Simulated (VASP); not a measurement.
Write the native input for VASP 6.6.1 that does the following.

```yaml
Task: single point
Functional: PBE
Potentials_or_basis: VASP PAW PBE potentials, release 64 (Ti_sv)
Cutoff: 520 eV
k_mesh: 18 × 18 × 18
Occupations: gaussian, width 0.15 eV
Spin: no spin polarisation
Dipole_correction: no
Further_INCAR_settings: ALGO = Normal; EDIFF = 1e-07; NBANDS = 12
```

The structure of Ti lies in POSCAR:

```
Ti
1.0
    0.0000000000      1.9598498616      2.0558584513
    1.9598498616      0.0000000000      2.0558584513
    1.9598498616      1.9598498616      0.0000000000
Ti
1
Direct
    0.0000000000      0.0000000000      0.0000000000
```

This cell differs from its parent crystal: normal strain along x -0.0467, normal strain along y -0.0467.

These files were run (other wordings do the same):

INCAR

```
SYSTEM = Ti
  PREC = Accurate
  ENCUT = 520
  EDIFF = 1E-7
  ISMEAR = 0
  SIGMA = 0.15
  LREAL = .FALSE.
  LASPH = .TRUE.
  NELM = 80
  ALGO = Normal
  ISIF = 2
  LWAVE = .FALSE.
  LCHARG = .FALSE.
  GGA = PE
  NBANDS = 12
```

KPOINTS

```
regular mesh
0
G
  18 18 18
  0 0 0
```

Potentials or basis: VASP PAW PBE potentials, release 64 (Ti_sv).

The run is started by

```bash
$ cat potpaw_PBE.64/Ti_sv/POTCAR > POTCAR
$ mpirun -np 1 vasp_std > vasp.out
```

It gave:

```json
{
  "Pressure": "11.7 GPa",
  "Band gap on the k mesh": "zero (bands 6 and 7 overlap by 1.32 eV)"
}
```

Caveat: the cell differs from its parent crystal (normal strain along x -0.0467, normal strain along y -0.0467); the cell stands under pressure.

Run time: 84 s on 1 thread of Intel Xeon 8259CL, on a shared host, peak memory 0.21 GiB.
